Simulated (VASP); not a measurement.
# SnPt3 (Pm-3m) in VASP: further runs

SnPt3 is run at these levels: LDA; tasks: electric field gradients, density of states.

All numbers are computed with VASP 6.6.1; they aren't measurements. Logs are shortened: lines on timing, memory, paths and dates and some standing lists are left out, and cuts for length are marked.

### Step 1. The cell of the first run

It takes space group Pm-3m (No. 221, cubic). The conventional cell has a = 4.000 Å, b = 4.000 Å, c = 4.000 Å, α = 90.00°, β = 90.00°, γ = 90.00°. Sn (site symmetry m-3m) has 12 Pt at 2.83 Å within 3.7 Å. Within 3.7 Å of Pt (site symmetry 4/mmm) lie 4 Sn at 2.83 Å and 8 Pt at 2.83 Å.

### Step 2. Electric field gradients, LDA

File INCAR:

```
SYSTEM = SnPt3
ALGO     = Normal         ! electronic algorithm
EDIFF    = 1E-8           ! SCF threshold, eV
ENCUT    = 520            ! plane-wave cutoff, eV
GGA      = CA             ! functional
ISIF     = 2              ! what is computed and relaxed
ISMEAR   = -1             ! smearing method
LASPH    = .TRUE.         ! aspherical terms in the spheres
LCHARG   = .FALSE.        ! write CHGCAR
LEFG     = .TRUE.       
LREAL    = .FALSE.        ! projectors in reciprocal space
LWAVE    = .FALSE.        ! write WAVECAR
NBANDS   = 30             ! bands
NELM     = 60             ! most SCF steps
PREC     = Accurate       ! precision mode
SIGMA    = 0.05           ! smearing width, eV
```

File KPOINTS:

```
k-points
0
G
  8 8 8
  0 0 0
```

File POSCAR:

```
SnPt3
1.0
    4.0000000000      0.0000000000      0.0000000000
    0.0000000000      4.0000000000      0.0000000000
    0.0000000000      0.0000000000      4.0000000000
Sn Pt
1 3
Direct
    0.0000000000      0.0000000000      0.0000000000
    0.0000000000      0.5000000000      0.5000000000
    0.5000000000      0.0000000000      0.5000000000
    0.5000000000      0.5000000000      0.0000000000
```

Potentials or basis: VASP PAW LDA potentials, release 64 (Sn_d, Pt).

Started as:

```
$ cat potpaw_LDA.64/Sn_d/POTCAR potpaw_LDA.64/Pt/POTCAR > POTCAR
$ mpirun -np 1 vasp_std > vasp.out
```

OUTCAR:

```text
SYSTEM = SnPt3
   EDIFF = 1E-8
   ENCUT = 520
   GGA = CA
   ISIF = 2
   ISMEAR = -1
   LASPH = .TRUE.
   LREAL = .FALSE.
   NELM = 60
   PREC = Accurate

 ion  position               nearest neighbor table
   1  0.000  0.000  0.000-   2 2.83   3 2.83   4 2.83   2 2.83   3 2.83   2 2.83   4 2.83   2 2.83
                             3 2.83   4 2.83   3 2.83   4 2.83
   2  0.000  0.500  0.500-   1 2.83   3 2.83   4 2.83   1 2.83   4 2.83   1 2.83   3 2.83   1 2.83
                             3 2.83   4 2.83   4 2.83   3 2.83
   3  0.500  0.000  0.500-   1 2.83   2 2.83   4 2.83   1 2.83   4 2.83   2 2.83   4 2.83   4 2.83
                             1 2.83   2 2.83   1 2.83   2 2.83
   4  0.500  0.500  0.000-   1 2.83   2 2.83   3 2.83   2 2.83   3 2.83   1 2.83   3 2.83   3 2.83
                             1 2.83   2 2.83   2 2.83   1 2.83

  LATTYP: Found a simple cubic cell.
 ALAT       =     4.0000000000

  Lattice vectors:

 A1 = (   4.0000000000,   0.0000000000,   0.0000000000)
 A2 = (   0.0000000000,   4.0000000000,   0.0000000000)
 A3 = (   0.0000000000,   0.0000000000,   4.0000000000)

Analysis of symmetry for initial positions (statically):
=====================================================================
 Subroutine PRICEL returns:
 Original cell was already a primitive cell.

 Routine SETGRP: Setting up the symmetry group for a
 simple cubic supercell.

 Subroutine GETGRP returns: Found 48 space group operations
 (whereof 48 operations were pure point group operations)
 out of a pool of 48 trial point group operations.

The static configuration has the point symmetry O_h .

Analysis of symmetry for dynamics (positions and initial velocities):
=====================================================================
 Subroutine PRICEL returns:
 Original cell was already a primitive cell.

 Routine SETGRP: Setting up the symmetry group for a
 simple cubic supercell.

 Subroutine GETGRP returns: Found 48 space group operations
 (whereof 48 operations were pure point group operations)
 out of a pool of 48 trial point group operations.

The dynamic configuration has the point symmetry O_h .

 Subroutine INISYM returns: Found 48 space group operations
 (whereof 48 operations are pure point group operations),
 and found     1 'primitive' translations

----------------------------------------------------------------------------------------

                                     Primitive cell

  volume of cell :      64.0000

  direct lattice vectors                    reciprocal lattice vectors
     4.000000000  0.000000000  0.000000000     0.250000000  0.000000000  0.000000000
     0.000000000  4.000000000  0.000000000     0.000000000  0.250000000  0.000000000
     0.000000000  0.000000000  4.000000000     0.000000000  0.000000000  0.250000000

  length of vectors
     4.000000000  4.000000000  4.000000000     0.250000000  0.250000000  0.250000000

  position of ions in fractional coordinates (direct lattice)
     0.000000000  0.000000000  0.000000000
     0.000000000  0.500000000  0.500000000
     0.500000000  0.000000000  0.500000000
     0.500000000  0.500000000  0.000000000

  ion indices of the primitive-cell ions
   primitive index   ion index
                 1           1
                 2           2
                 3           3
                 4           4

----------------------------------------------------------------------------------------

 KPOINTS: k-points

Automatic generation of k-mesh.
 Grid dimensions read from file:
 generate k-points for:    8    8    8

 Generating k-lattice:

  Cartesian coordinates                     Fractional coordinates (reciprocal lattice)
     0.031250000  0.000000000  0.000000000     0.125000000  0.000000000  0.000000000
     0.000000000  0.031250000  0.000000000     0.000000000  0.125000000  0.000000000
     0.000000000  0.000000000  0.031250000     0.000000000  0.000000000  0.125000000

  Length of vectors
     0.031250000  0.031250000  0.031250000

  Shift w.r.t. Gamma in fractional coordinates (k-lattice)
     0.000000000  0.000000000  0.000000000

 Subroutine IBZKPT returns following result:
 ===========================================

 Found     35 irreducible k-points:

 Following reciprocal coordinates:
            Coordinates               Weight
  0.000000  0.000000  0.000000      1.000000
  0.125000  0.000000  0.000000      6.000000
  0.250000  0.000000  0.000000      6.000000
  0.375000  0.000000  0.000000      6.000000
  0.500000  0.000000  0.000000      3.000000
  0.125000  0.125000  0.000000     12.000000
[... 16 lines left out ...]
  0.375000  0.375000  0.125000     24.000000
  0.500000  0.375000  0.125000     24.000000
 [... further k-points ...]
   k-points           NKPTS =     35   k-points in BZ     NKDIM =     35   number of bands    NBANDS=     30
   number of dos      NEDOS =    301   number of ions     NIONS =      4
   total plane-waves  NPLWV =  27000
   dimension x,y,z NGX =    30 NGY =   30 NGZ =   30
   dimension x,y,z NGXF=    60 NGYF=   60 NGZF=   60
   ions per type =               1   3
   NGX,Y,Z   is equivalent  to a cutoff of  12.47, 12.47, 12.47 a.u.
   NGXF,Y,Z  is equivalent  to a cutoff of  24.94, 24.94, 24.94 a.u.
 SYSTEM =  SnPt3
   PREC   = accura    normal or accurate (medium, high low for compatibility)
   ISTART =      0    job   : 0-new  1-cont  2-samecut
   ICHARG =      2    charge: 1-file 2-atom 10-const
   ISPIN  =      1    spin polarized calculation?
   LNONCOLLINEAR =      F non collinear calculations
   LSORBIT =      F    spin-orbit coupling
   LASPH  =      T    aspherical Exc in radial PAW
   ENCUT  =  520.0 eV  38.22 Ry    6.18 a.u.   7.44  7.44  7.44*2*pi/ulx,y,z
   NELM   =     60;   NELMIN=  2; NELMDL= -5     # of ELM steps
   EDIFF  = 0.1E-07   stopping-criterion for ELM
   LREAL  =      F    real-space projection
   EDIFFG = 0.1E-06   stopping-criterion for IOM
   NSW    =      0    number of steps for IOM
   IBRION =     -1    ionic relax: 0-MD 1-quasi-New 2-CG
   NFREE  =      0    steps in history (QN), initial steepest desc. (CG)
   ISIF   =      2    stress and relaxation
   ISYM   =      2    0-nonsym 1-usesym 2-fastsym
   POTIM  = 0.5000    time-step for ionic-motion
   TEBEG  =    0.0;   TEEND  =   0.0 temperature during run
   PSTRESS=    0.0 pullay stress
   NELECT =      44.0000    total number of electrons
   NUPDOWN=      -1.0000    fix difference up-down
   EMIN   =  10.00;   EMAX   =-10.00  energy-range for DOS
   EFERMI =   0.00;   METHOD = LEGACY
   ISMEAR =    -1;   SIGMA  =   0.05  broadening in eV -4-tet -1-fermi 0-gaus
   EFERMI_NEDOS =   21; number of points for ismear=-14 and -15
   IALGO  =     38    algorithm
   IMIX   =      4    mixing-type and parameters
     AMIX     =   0.40;   BMIX     =  1.00
     AMIX_MAG =   1.60;   BMIX_MAG =  1.00
  volume/ion in A,a.u.               =      16.00       107.97
  Fermi-wavevector in a.u.,A,eV,Ry     =   1.444882  2.730431 28.404667  2.087684
  Thomas-Fermi vector in A             =   2.563127
   LORBIT       =      0    0 simple, 1 ext, 2 COOP (PROOUT), +10 PAW based schemes
   GGA     = CA    functional components
   LHFCALC =     F    Hartree Fock is set to
   AEXX    =    0.0000 exact exchange contribution
   IVDW    =     0    specifies the selected vdW correction
   LEPSILON=     F    determine dielectric tensor
   LRPA    =     F    only Hartree local field effects (RPA)
 non-spin polarized calculation
  energy-cutoff  :      520.00
  volume of cell :       64.00
 maximum number of plane-waves:      1751
 NGX is ok and might be reduce to    30
   NGX = 15   NGY = 15   NGZ = 15

 number of electron      44.0000025 magnetization

 Free energy of the ion-electron system (eV)
  ---------------------------------------------------
  ext. energy  EPLUGINS =         0.00000000
  ---------------------------------------------------
  free energy    TOTEN  =       -28.58216302 eV

  energy without entropy =      -28.57214091  energy(sigma->0) =      -28.57715197

 E-fermi :  11.8079     XC(G=0): -13.3294

 val. band max:       11.7890685746   @ k =   0.5000   0.3750   0.3750
 cond. band min:      11.8659181717   @ k =   0.5000   0.3750   0.3750
 fundamental gap:      0.0768495971
 Fermi energy:        11.8079006774

 k-point     1 :       0.0000    0.0000    0.0000
  band No.  band energies     occupation
      1     -10.0796      2.00000
      2     -10.0796      2.00000
      3     -10.0645      2.00000
      4     -10.0645      2.00000
      5     -10.0645      2.00000
      6      -0.2499      2.00000
[... 22 lines left out ...]
     29      19.5260      0.00000
     30      19.5260      0.00000

 k-point     2 :       0.1250    0.0000    0.0000
  band No.  band energies     occupation
      1     -10.0773      2.00000
      2     -10.0731      2.00000
      3     -10.0641      2.00000
      4     -10.0623      2.00000
      5     -10.0623      2.00000
      6      -0.0742      2.00000
[... 22 lines left out ...]
     29      19.6347      0.00000
     30      20.4384      0.00000

 k-point     3 :       0.2500    0.0000    0.0000
  band No.  band energies     occupation
      1     -10.0715      2.00000
      2     -10.0631      2.00000
      3     -10.0572      2.00000
      4     -10.0570      2.00000
      5     -10.0570      2.00000
      6       0.4374      2.00000
[... 682 lines left out ...]
     29      21.0633      0.00000
     30      21.8117      0.00000

 k-point    24 :       0.5000    0.3750    0.1250
  band No.  band energies     occupation
      1     -10.0743      2.00000
      2     -10.0552      2.00000
      3     -10.0539      2.00000
      4     -10.0441      2.00000
      5     -10.0140      2.00000
      6       2.5410      2.00000
[... 22 lines left out ...]
     29      20.3928      0.00000
     30      21.8676      0.00000

 [... further k-points ...]

------------------------ aborting loop because EDIFF is reached ----------------------------------------

  FORCE on cell =-STRESS in cart. coord.  units (eV):
  Direction    XX          YY          ZZ          XY          YZ          ZX
  --------------------------------------------------------------------------------------
  -------------------------------------------------------------------------------------
  Total       -1.1474922     -1.1474922     -1.1474922     -0.0000000     -0.0000000      0.0000000
  in kB      -28.7263441    -28.7263441    -28.7263441     -0.0000000     -0.0000000      0.0000000
  external PRESSURE =     -28.7263441 kB  Pullay stress =       0.0000000 kB

 VOLUME and BASIS-vectors are now :
 -----------------------------------------------------------------------------
  energy-cutoff  :      520.00
  volume of cell :       64.00
      direct lattice vectors                 reciprocal lattice vectors
     4.000000000  0.000000000  0.000000000     0.250000000  0.000000000  0.000000000
     0.000000000  4.000000000  0.000000000     0.000000000  0.250000000  0.000000000
     0.000000000  0.000000000  4.000000000     0.000000000  0.000000000  0.250000000

 POSITION                                       TOTAL-FORCE (eV/Angst)
 -----------------------------------------------------------------------------------
      0.00000      0.00000      0.00000         0.000000      0.000000      0.000000
      0.00000      2.00000      2.00000         0.000000      0.000000      0.000000
      2.00000      0.00000      2.00000         0.000000      0.000000      0.000000
      2.00000      2.00000      0.00000         0.000000      0.000000      0.000000
 -----------------------------------------------------------------------------------
    total drift:                                0.000000      0.000000     -0.000000

  FREE ENERGIE OF THE ION-ELECTRON SYSTEM (eV)
  ---------------------------------------------------
  free  energy   TOTEN  =       -28.5821630174 eV

  energy  without entropy=      -28.5721409144  energy(sigma->0) =      -28.57715197

 Electric field gradients (V/A^2)
---------------------------------------------------------------------
 ion       V_xx      V_yy      V_zz      V_xy      V_xz      V_yz
---------------------------------------------------------------------
   1       0.000     0.000    -0.000    -0.000     0.000     0.000
   2    -145.331    72.666    72.666     0.000    -0.000     0.000
   3      72.666  -145.331    72.666    -0.000    -0.000    -0.000
   4      72.666    72.666  -145.331     0.000     0.000    -0.000
---------------------------------------------------------------------

 Electric field gradients after diagonalization (V/A^2)
 (convention: |V_zz| > |V_xx| > |V_yy|)
----------------------------------------------------------------------
 ion       V_xx      V_yy      V_zz     asymmetry (V_yy - V_xx)/ V_zz
----------------------------------------------------------------------
   1       0.000     0.000    -0.000       0.066
   2      72.666    72.666  -145.331       0.000
   3      72.666    72.666  -145.331       0.000
   4      72.666    72.666  -145.331       0.000
----------------------------------------------------------------------

           NMR quadrupolar parameters

 Cq : quadrupolar parameter    Cq=e*Q*V_zz/h
 eta: asymmetry parameters     (V_yy - V_xx)/ V_zz
 Q  : nuclear electric quadrupole moment in mb (millibarn)
----------------------------------------------------------------------
 ion       Cq(MHz)       eta       Q (mb)
----------------------------------------------------------------------
   1      -0.000       0.066       1.000
   2      -0.351       0.000       1.000
   3      -0.351       0.000       1.000
   4      -0.351       0.000       1.000
----------------------------------------------------------------------
```

It took 22 s on 1 thread of Intel Xeon 6975P-C (Granite Rapids), shared host; peak memory 0.18 GiB.

Results:

```
Free energy            : -28.5822 eV
Pressure               : -2.9 GPa
Band gap on the k mesh : zero (band 22 reaches 11.95 eV, above the bottom of band 23 at 11.49 eV)
```

Levels at points of the mesh, in eV from the Fermi level:
| k point | band 19 | band 20 | band 21 | band 22 | band 23 | band 24 | band 25 | band 26 |
| --- | --- | --- | --- | --- | --- | --- | --- | --- |
| (0.00, 0.00, 0.00) | -1.23 | -1.23 | -0.40 | 0.14 | 0.14 | 0.14 | 2.89 | 6.28 |
| (0.50, 0.00, 0.00) | -2.50 | -2.36 | -1.12 | 0.14 | 1.80 | 3.91 | 3.91 | 5.38 |
| (0.50, 0.50, 0.00) | -2.60 | -2.09 | -1.93 | -1.56 | 0.92 | 0.92 | 5.11 | 6.69 |
| (0.50, 0.50, 0.50) | -2.10 | -2.10 | -0.74 | -0.32 | -0.32 | -0.32 | 0.88 | 3.65 |

Electric field gradients, principal values (V/Å²):
| atom | least | middle | greatest (by size) |
| --- | --- | --- | --- |
| 1 Sn | 0.000 | 0.000 | 0.000 |
| 2 Pt | 72.666 | 72.666 | -145.331 |
| 3 Pt | 72.666 | 72.666 | -145.331 |
| 4 Pt | 72.666 | 72.666 | -145.331 |

Caveat: without QUAD_EFG the Cq values of the log hold for a quadrupole moment of 1 mb, not for the nuclei; spin-orbit coupling is left out, which moves the levels of the heavy elements.

[end of part 1 of 2]
